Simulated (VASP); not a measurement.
# C2SeN2 (P1) in VASP: further runs

The runs below take C2SeN2 through single point, with PBE+D3(BJ).

Everything below comes from runs of VASP 6.6.1. Logs are shortened: lines on timing, memory, paths and dates and some standing lists are left out, and cuts for length are marked.

### 1 The cell of the first run

The typed cell holds 20 atoms: a = 5.757 Å, b = 5.757 Å, c = 13.184 Å, α = 90.00°, β = 90.00°, γ = 78.52°.

### 2 Single point, PBE+D3(BJ)

INCAR reads:

```
SYSTEM = C2SeN2
ALGO = Normal ; EDIFF = 1E-7
ENCUT = 520 ; GGA = PE
ISIF = 2 ; ISMEAR = -1
IVDW = 12 ; LASPH = .True.
LCHARG = .False. ; LREAL = Auto
LWAVE = .False. ; NBANDS = 64
NELM = 80 ; PREC = Accurate
SIGMA = 0.0259
```

KPOINTS reads:

```
Automatic mesh
0
Gamma
  2 2 1
  0.5 0.5 0
```

POSCAR reads:

```
C2SeN2
1.0
    4.4572115403     -3.6429956234      0.0000000000
    4.4572115403      3.6429956234      0.0000000000
    0.0000000000      0.0000000000     13.1840799295
C Se N
8 4 8
Direct
    1.0659604790      0.2794360645      0.5951232882
    0.2559309362      1.0177108797      0.3484264374
    0.7653340685      0.5430285585      0.1375480890
    0.4829232449      0.7496545563      0.8869959878
   -0.0200842872      0.7065913045      0.3801229989
    0.8037275202     -0.0424634497      0.6282054602
    0.1873287447      0.4609469707      0.8671749611
    0.5010102070      0.1961243068      0.0910154525
    0.7610640316      0.2872624742      0.6286874051
    0.3069041618      0.7148014402      0.3984560946
    0.7886725340      0.2073234963      0.1483704597
    0.1840656611      0.7225000164      0.9429920075
    0.2321421804      0.3420176899      0.5664141935
    0.2233659378      0.2030513374      0.3092110350
    0.7950524153      0.7421725824      0.1430644391
    0.6641008092      0.8039217293      0.8718967923
    0.7758292313      0.7062960706      0.3828726029
    0.7943143940      0.7598916241      0.6140018146
    0.1606330905      0.2804375166      0.8302753062
    0.3329353806      0.1392719582      0.0552081756
```

Potentials or basis: VASP PAW PBE potentials, release 64 (C, Se, N).

Started as:

```bash
> cat potpaw_PBE.64/C/POTCAR potpaw_PBE.64/Se/POTCAR potpaw_PBE.64/N/POTCAR > POTCAR
> mpirun -np 1 vasp_std > vasp.out
```

OUTCAR:

```text
SYSTEM = C2SeN2
   EDIFF = 1E-7
   ENCUT = 520
   GGA = PE
   ISIF = 2
   ISMEAR = -1
   IVDW = 12
   LASPH = .True.
   LREAL = Auto
   NELM = 80
   PREC = Accurate
 IVDW          = 12

 ion  position               nearest neighbor table
   1  0.066  0.279  0.595-  13 1.15   9 1.80
   2  0.256  0.018  0.348-  14 1.17  10 1.83
   3  0.765  0.543  0.138-  15 1.19  11 1.92
   4  0.483  0.750  0.887-  16 1.16  12 1.91
   5  0.980  0.707  0.380-  17 1.18  10 1.91
   6  0.804  0.958  0.628-  18 1.16   9 1.86
   7  0.187  0.461  0.867-  19 1.18  12 1.80
   8  0.501  0.196  0.091-  20 1.18  11 1.83
   9  0.761  0.287  0.629-   1 1.80   6 1.86
  10  0.307  0.715  0.398-   2 1.83   5 1.91
  11  0.789  0.207  0.148-   8 1.83   3 1.92
  12  0.184  0.723  0.943-   7 1.80   4 1.91
  13  0.232  0.342  0.566-   1 1.15
  14  0.223  0.203  0.309-   2 1.17
  15  0.795  0.742  0.143-   3 1.19
  16  0.664  0.804  0.872-   4 1.16
  17  0.776  0.706  0.383-   5 1.18
  18  0.794  0.760  0.614-   6 1.16
  19  0.161  0.280  0.830-   7 1.18
  20  0.333  0.139  0.055-   8 1.18

  LATTYP: Found a base centered orthorhombic cell.
 ALAT       =     7.2859912468
 B/A-ratio  =     1.2235017554
 C/A-ratio  =     1.8095108109

  Lattice vectors:

 A1 = (  -4.4572115403,  -3.6429956234,   0.0000000000)
 A2 = (   4.4572115403,  -3.6429956234,   0.0000000000)
 A3 = (   0.0000000000,   0.0000000000,  13.1840799295)

Analysis of symmetry for initial positions (statically):
=====================================================================
 Subroutine PRICEL returns:
 Original cell was already a primitive cell.

 Routine SETGRP: Setting up the symmetry group for a
 base centered orthorhombic supercell.

 Subroutine GETGRP returns: Found  1 space group operations
 (whereof  1 operations were pure point group operations)
 out of a pool of  8 trial point group operations.

The static configuration has the point symmetry C_1 .

Analysis of symmetry for dynamics (positions and initial velocities):
=====================================================================
 Subroutine PRICEL returns:
 Original cell was already a primitive cell.

 Routine SETGRP: Setting up the symmetry group for a
 base centered orthorhombic supercell.

 Subroutine GETGRP returns: Found  1 space group operations
 (whereof  1 operations were pure point group operations)
 out of a pool of  8 trial point group operations.

The dynamic configuration has the point symmetry C_1 .

 Subroutine INISYM returns: Found  1 space group operations
 (whereof  1 operations are pure point group operations),
 and found     1 'primitive' translations

----------------------------------------------------------------------------------------

                                     Primitive cell

  volume of cell :     428.1557

  direct lattice vectors                    reciprocal lattice vectors
     4.457211540 -3.642995623  0.000000000     0.112177759 -0.137249685  0.000000000
     4.457211540  3.642995623  0.000000000     0.112177759  0.137249685  0.000000000
     0.000000000  0.000000000 13.184079929     0.000000000  0.000000000  0.075849055

  length of vectors
     5.756574661  5.756574661 13.184079929     0.177260614  0.177260614  0.075849055

  position of ions in fractional coordinates (direct lattice)
     0.065960479  0.279436064  0.595123288
     0.255930936  0.017710880  0.348426437
     0.765334069  0.543028558  0.137548089
     0.482923245  0.749654556  0.886995988
     0.979915713  0.706591305  0.380122999
     0.803727520  0.957536550  0.628205460
[... 12 lines left out ...]
     0.160633090  0.280437517  0.830275306
     0.332935381  0.139271958  0.055208176

  ion indices of the primitive-cell ions
   primitive index   ion index
                 1           1
                 2           2
                 3           3
                 4           4
                 5           5
                 6           6
[... 12 lines left out ...]
                19          19
                20          20

----------------------------------------------------------------------------------------

 KPOINTS: Automatic mesh

Automatic generation of k-mesh.
 Grid dimensions read from file:
 generate k-points for:    2    2    1

 Generating k-lattice:

  Cartesian coordinates                     Fractional coordinates (reciprocal lattice)
     0.056088879 -0.068624842  0.000000000     0.500000000  0.000000000  0.000000000
     0.056088879  0.068624842  0.000000000     0.000000000  0.500000000  0.000000000
     0.000000000  0.000000000  0.075849055     0.000000000  0.000000000  1.000000000

  Length of vectors
     0.088630307  0.088630307  0.075849055

  Shift w.r.t. Gamma in fractional coordinates (k-lattice)
     0.500000000  0.500000000  0.000000000

 Subroutine IBZKPT returns following result:
 ===========================================

 Found      2 irreducible k-points:

 Following reciprocal coordinates:
[... 17 lines left out ...]
   LSORBIT =      F    spin-orbit coupling
   LASPH  =      T    aspherical Exc in radial PAW
   ENCUT  =  520.0 eV  38.22 Ry    6.18 a.u.  10.70 10.70 24.51*2*pi/ulx,y,z
   NELM   =     80;   NELMIN=  2; NELMDL= -5     # of ELM steps
   EDIFF  = 0.1E-06   stopping-criterion for ELM
   LREAL  =      T    real-space projection
   EDIFFG = 0.1E-05   stopping-criterion for IOM
   NSW    =      0    number of steps for IOM
   IBRION =     -1    ionic relax: 0-MD 1-quasi-New 2-CG
   NFREE  =      0    steps in history (QN), initial steepest desc. (CG)
   ISIF   =      2    stress and relaxation
   ISYM   =      2    0-nonsym 1-usesym 2-fastsym
   POTIM  = 0.5000    time-step for ionic-motion
   TEBEG  =    0.0;   TEEND  =   0.0 temperature during run
   PSTRESS=    0.0 pullay stress
   NELECT =      96.0000    total number of electrons
   NUPDOWN=      -1.0000    fix difference up-down
   EMIN   =  10.00;   EMAX   =-10.00  energy-range for DOS
   EFERMI =   0.00;   METHOD = LEGACY
   ISMEAR =    -1;   SIGMA  =   0.03  broadening in eV -4-tet -1-fermi 0-gaus
   EFERMI_NEDOS =   21; number of points for ismear=-14 and -15
   IALGO  =     38    algorithm
   IMIX   =      4    mixing-type and parameters
     AMIX     =   0.40;   BMIX     =  1.00
     AMIX_MAG =   1.60;   BMIX_MAG =  1.00
  volume/ion in A,a.u.               =      21.41       144.47
  Fermi-wavevector in a.u.,A,eV,Ry     =   0.994561  1.879447 13.458219  0.989151
  Thomas-Fermi vector in A             =   2.126520
   LORBIT       =      0    0 simple, 1 ext, 2 COOP (PROOUT), +10 PAW based schemes
   GGA     = PE    functional components
   LHFCALC =     F    Hartree Fock is set to
   AEXX    =    0.0000 exact exchange contribution
   IVDW    =    12    specifies the selected vdW correction
   LEPSILON=     F    determine dielectric tensor
   LRPA    =     F    only Hartree local field effects (RPA)
 non-spin polarized calculation
  energy-cutoff  :      520.00
  volume of cell :      428.16
 maximum number of plane-waves:     11518
 NGX is ok and might be reduce to    42
   NGX = 21   NGY = 21   NGZ = 49

 number of electron      95.9999999 magnetization

 Free energy of the ion-electron system (eV)
  ---------------------------------------------------
  ext. energy  EPLUGINS =         0.00000000
  ---------------------------------------------------
  free energy    TOTEN  =      -139.81045174 eV

  energy without entropy =     -139.81045174  energy(sigma->0) =     -139.81045174

 E-fermi :  -0.9920     XC(G=0):  -7.1991

 val. band max:       -1.6792187319   @ k =  -0.2500   0.2500   0.0000
 cond. band min:       1.5139763344   @ k =   0.2500   0.2500   0.0000
 fundamental gap:      3.1931950663
 Fermi energy:        -0.9919525834

 k-point     1 :       0.2500    0.2500    0.0000
  band No.  band energies     occupation
      1     -18.7005      2.00000
      2     -18.6541      2.00000
      3     -18.6028      2.00000
      4     -18.4322      2.00000
      5     -18.3881      2.00000
      6     -18.3091      2.00000
[... 52 lines left out ...]
     59       3.3742      0.00000
     60       3.4280      0.00000

 k-point     2 :      -0.2500    0.2500    0.0000
  band No.  band energies     occupation
      1     -18.6930      2.00000
      2     -18.6456      2.00000
      3     -18.5960      2.00000
      4     -18.4507      2.00000
      5     -18.3888      2.00000
      6     -18.3140      2.00000
[... 52 lines left out ...]
     59       3.4054      0.00000
     60       3.5141      0.00000
 [bands above 60 left out]

------------------------ aborting loop because EDIFF is reached ----------------------------------------

 Edisp (eV)   -2.19366

 E8    (eV) :    -0.6871

  FORCE on cell =-STRESS in cart. coord.  units (eV):
  Direction    XX          YY          ZZ          XY          YZ          ZX
  --------------------------------------------------------------------------------------
  -------------------------------------------------------------------------------------
  Total      -1.14665    -0.50488     0.19351    -1.95678    -0.02680    -1.51102
  in kB      -4.29080    -1.88929     0.72413    -7.32236    -0.10028    -5.65431
  external pressure =       -1.82 kB  Pullay stress =        0.00 kB

 VOLUME and BASIS-vectors are now :
 -----------------------------------------------------------------------------
  energy-cutoff  :      520.00
  volume of cell :      428.16
      direct lattice vectors                 reciprocal lattice vectors
     4.457211540 -3.642995623  0.000000000     0.112177759 -0.137249685  0.000000000
     4.457211540  3.642995623  0.000000000     0.112177759  0.137249685  0.000000000
     0.000000000  0.000000000 13.184079929     0.000000000  0.000000000  0.075849055

 POSITION                                       TOTAL-FORCE (eV/Angst)
 -----------------------------------------------------------------------------------
      1.53951      0.77769      7.84615        -0.814329      0.571574      0.389549
      1.21968     -0.86783      4.59368        -0.012720     -0.068058     -0.285993
      5.83165     -0.80986      1.81344         1.717660      0.822753      0.354395
      5.49386      0.97170     11.69423        -0.778402      0.963085      1.087633
      7.51712     -0.99572      5.01157        -0.196549      0.491790      0.608776
      7.85033      0.56033      8.28231        -0.040724      0.418043     -0.314656
[... 12 lines left out ...]
      1.96595      0.43645     10.94642         1.287505      0.663488      0.362195
      2.10473     -0.70552      0.72787         0.966447     -0.315548      0.541438
 -----------------------------------------------------------------------------------
    total drift:                                0.017323     -0.000949     -0.002827

  FREE ENERGIE OF THE ION-ELECTRON SYSTEM (eV)
  ---------------------------------------------------
  free  energy   TOTEN  =      -142.0041131456 eV

  energy  without entropy=     -142.0041131456  energy(sigma->0) =     -142.00411315
```

It took 1.9 min on 1 thread of AMD EPYC 9R45 (Zen 5), shared host; peak memory 0.45 GiB.

Results:

| Item | Value |
| --- | --- |
| Free energy | -142.0041 eV |
| Pressure | -0.2 GPa |
| Largest force | 2.746 eV/Å |
| Band gap on the k mesh | 3.19 eV (least direct gap 3.20 eV) |
| Dispersion energy per atom | -0.110 eV |

Forces on the atoms (eV/Å):
```
C   -0.814  0.572  0.390
C   -0.013 -0.068 -0.286
C    1.718  0.823  0.354
C   -0.778  0.963  1.088
C   -0.197  0.492  0.609
C   -0.041  0.418 -0.315
C   -2.381 -1.062 -0.864
C   -1.257  0.480 -0.609
Se  -0.696  0.612  0.369
Se  -0.849 -0.297 -0.031
Se   0.769  0.144  0.111
Se   1.646 -0.076 -0.336
N    1.908 -1.227 -0.721
N    0.289  0.328 -0.098
N   -2.309 -1.227 -0.346
N    0.400 -0.405 -0.393
N    0.717 -0.488 -0.175
N   -0.368 -0.330  0.349
N    1.288  0.663  0.362
N    0.966 -0.316  0.541
```

Levels at points of the mesh, in eV from the valence-band top:
| k point | band 46 | band 47 | band 48 | band 49 | band 50 | band 51 |
| --- | --- | --- | --- | --- | --- | --- |
| (0.25, 0.25, 0.00) | -0.39 | -0.22 | -0.01 | 3.19 | 3.59 | 3.77 |

Caveat: the k points lie up to 0.56 Å⁻¹ apart; the atoms stand as in a frame of molecular dynamics; a shifted mesh leaves out Γ, where band edges can lie; forces of over 1 eV/Å act on the atoms, so gaps and moduli don't describe the material at rest. A k mesh can miss the band edges.

### 3 Single point, PBE+D3(BJ)

INCAR reads:

```
PREC = Accurate
ENCUT = 520
EDIFF = 1E-7
ISMEAR = -1
SIGMA = 0.0259
LREAL = Auto
LASPH = True
NELM = 100
ALGO = Normal
ISIF = 2
LWAVE = False
LCHARG = True
GGA = PE
IVDW = 12
LELF = True
LVHAR = True
NBANDS = 64
```

KPOINTS is that of step 2.

POSCAR reads:

```
C2SeN2
1.0
    4.4572115403     -3.6429956234      0.0000000000
    4.4572115403      3.6429956234      0.0000000000
    0.0000000000      0.0000000000     13.1840799295
C Se N
8 4 8
Direct
    1.0896870181      0.3157324787      0.6204961623
    0.2591666725      1.0075623012      0.3599467711
    0.7507387174      0.5810459525      0.1421938436
    0.4946641525      0.7237390915      0.9198893715
   -0.0132195879      0.7042191000      0.4089730970
    0.7818767971     -0.0081710914      0.6423315882
    0.1829321583      0.4444479817      0.8837666384
    0.5066591333      0.2153299334      0.1066405094
    0.7618875483      0.3148170139      0.6289687293
    0.3114273171      0.6950615963      0.4023306919
    0.8085694707      0.2422278625      0.1574447372
    0.1653816175      0.7616255399      0.9293701241
    0.2834470640      0.3207172158      0.5997691187
    0.2316234476      0.2027411730      0.3285496616
    0.7654315618      0.7791370408      0.1422857727
    0.7041431364      0.7065161835      0.9181119247
    0.7872085107      0.7010277868      0.4142903433
    0.7827994760      0.7906073360      0.6545875819
    0.2194995932      0.2437140060      0.8629720891
    0.3428522646      0.1747013626      0.0689156926
```

Potentials or basis: VASP PAW PBE potentials, release 64 (C, Se, N).

Started as:

```bash
> cat potpaw_PBE.64/C/POTCAR potpaw_PBE.64/Se/POTCAR potpaw_PBE.64/N/POTCAR > POTCAR
> mpirun -np 1 vasp_std > vasp.out
```

Run time: 1.9 min. Hardware: 1 thread of AMD EPYC 9R45 (Zen 5), shared host; peak memory 0.45 GiB.

Results (log left out):

| Item | Value |
| --- | --- |
| Free energy | -142.2092 eV |
| Pressure | 0.3 GPa |
| Largest force | 5.529 eV/Å |
| Band gap on the k mesh | 3.36 eV (least direct gap 3.39 eV) |
| Dispersion energy per atom | -0.110 eV |

Forces in eV/Å, atoms in the order of the input:
```
C   -1.961  0.844  0.195
C    0.680  0.608 -0.334
C   -1.145 -1.501  0.439
C    1.552 -1.556 -0.080
C    1.027 -0.764 -0.254
C    0.065 -0.524  0.035
C    0.959  0.529  0.517
C    4.558 -2.292  2.131
Se   0.555  0.710  0.144
Se   0.086 -0.310  0.202
Se  -0.367  1.164 -0.540
Se  -0.717 -0.383 -0.545
N    1.342 -1.025 -0.156
N   -0.583 -0.611  0.375
N    0.814  0.490  0.263
N   -1.544  1.578 -0.093
N   -1.194  1.049 -0.065
N   -0.016  0.004 -0.139
N   -0.232  0.017 -0.439
N   -3.879  1.972 -1.657
```

Stress tensor (GPa, compression positive):
```
 0.53 -0.76  0.31
-0.76  0.05 -0.32
 0.31 -0.32  0.42
```

Levels at points of the mesh, in eV from the valence-band top:
```csv
k point,band 46,band 47,band 48,band 49,band 50,band 51
"(0.25, 0.25, 0.00)",-0.48,-0.41,0.00,3.41,3.54,3.68
```

Caveat: the k points lie up to 0.56 Å⁻¹ apart; the atoms stand as in a frame of molecular dynamics; a shifted mesh leaves out Γ, where band edges can lie; forces of over 1 eV/Å act on the atoms, so gaps and moduli don't describe the material at rest.

### 4 Single point, PBE+D3(BJ)

INCAR reads:

```
PREC = Accurate
ENCUT = 520
EDIFF = 1E-7
ISMEAR = -1
SIGMA = 0.0259
LREAL = Auto
LASPH = T
NELM = 80
ALGO = Normal
ISIF = 2
LWAVE = F
LCHARG = T
GGA = PE
IVDW = 12
LELF = T
LVHAR = T
NBANDS = 64
```

KPOINTS is that of step 3.

POSCAR reads:

```
C2SeN2
1.0
    4.4572115403     -3.6429956234      0.0000000000
    4.4572115403      3.6429956234      0.0000000000
    0.0000000000      0.0000000000     13.1840799295
C Se N
8 4 8
Direct
    1.0886590982      0.2964174108      0.6259594939
    0.2270314623      1.0110329531      0.3954277453
    0.7938339908      0.5398902325      0.1503885755
    0.4798558790      0.8236795147      0.9229910669
   -0.0887743525      0.6981780066      0.3918067114
    0.8124037935     -0.0241508761      0.6391732336
    0.1637138821      0.5006873861      0.8934494529
    0.4773943197      0.2339380843      0.1304289726
    0.7594156273      0.3131971390      0.6265310924
    0.2481971918      0.6822174772      0.3952438872
    0.7969521485      0.2065956885      0.1571734252
    0.1490103127      0.8306526359      0.9243975359
    0.2952086015      0.2891937713      0.6275640806
    0.2452313059      0.2143026385      0.3886189273
    0.8056519524      0.7444097706      0.1424769123
    0.6803363873      0.8136187324      0.9255545374
    0.7089685847      0.7010015150      0.3846404927
    0.8256418640      0.7687197533      0.6476090896
    0.1531874045      0.3088889366      0.8723019780
    0.2721806934      0.2529992265      0.1178276382
```

Started as:

```bash
> cat potpaw_PBE.64/C/POTCAR potpaw_PBE.64/Se/POTCAR potpaw_PBE.64/N/POTCAR > POTCAR
> mpirun -np 1 vasp_std > vasp.out
```

It took 1.8 min on 1 thread of AMD EPYC 9R45 (Zen 5), shared host; peak memory 0.45 GiB.

Results (log left out):

```
Free energy                : -142.5729 eV
Pressure                   : -1.7 GPa
Largest force              : 3.379 eV/Å
Band gap on the k mesh     : 3.51 eV
Dispersion energy per atom : -0.109 eV
```

Forces in eV/Å, atoms in the order of the input:
```
C    1.054 -1.059  0.216
C    2.378  1.735 -0.474
C    1.716  1.593 -0.352
C   -2.868  1.776 -0.202
C    0.977 -0.460  0.019
C   -0.957 -0.519 -0.002
C    2.490  1.585  0.834
C   -0.475  0.980  0.184
Se  -0.215 -0.516  0.316
Se  -0.506  0.017 -0.075
Se   0.736 -0.241 -0.396
Se  -0.501 -0.367 -0.466
N   -1.103  0.887 -0.071
N   -2.592 -1.520  0.272
N   -2.520 -1.694  0.519
N    2.267 -1.851 -0.087
N   -0.258  0.212  0.197
N    1.232  1.207 -0.301
N   -1.384 -1.056 -0.314
N    0.529 -0.710  0.185
```

Stress tensor (GPa, compression positive):
```
-3.51 -1.81  0.21
-1.81 -1.61  0.21
 0.21  0.21  0.03
```

Levels at points of the mesh, in eV from the valence-band top:
| k point | band 45 | band 46 | band 47 | band 48 | band 49 | band 50 | band 51 | band 52 |
| --- | --- | --- | --- | --- | --- | --- | --- | --- |
| (0.25, 0.25, 0.00) | -0.59 | -0.46 | -0.28 | 0.00 | 3.51 | 3.64 | 3.98 | 4.10 |

Caveat: the k points lie up to 0.56 Å⁻¹ apart; the atoms stand as in a frame of molecular dynamics; a shifted mesh leaves out Γ, where band edges can lie; forces of over 1 eV/Å act on the atoms, so gaps and moduli don't describe the material at rest.

### 5 The runs side by side

| cell | gap on the mesh (eV) | pressure (GPa) | largest force (eV/Å) |
| --- | --- | --- | --- |
| as given, atomic positions A | 3.19 | -0.2 | 2.75 |
| as given, atomic positions B | 3.36 | 0.3 | 5.53 |
| as given, atomic positions C | 3.51 | -1.7 | 3.38 |

Alike in all rows: task single point; level PBE+D3(BJ); potentials or basis VASP PAW PBE potentials, release 64 (C, Se, N); no spin polarisation; k mesh 2 × 2 × 1, shifted; cutoff (eV) 520; smearing fermi-dirac 0.0259 eV.

Caveats: all runs use coarse meshes; the atoms stand as in a frame of molecular dynamics; a shifted mesh leaves out Γ, where band edges can lie; forces of over 1 eV/Å act on the atoms, so gaps and moduli don't describe the material at rest.

Total energies depend on the potentials used, so only differences within one code and one set of settings carry meaning.
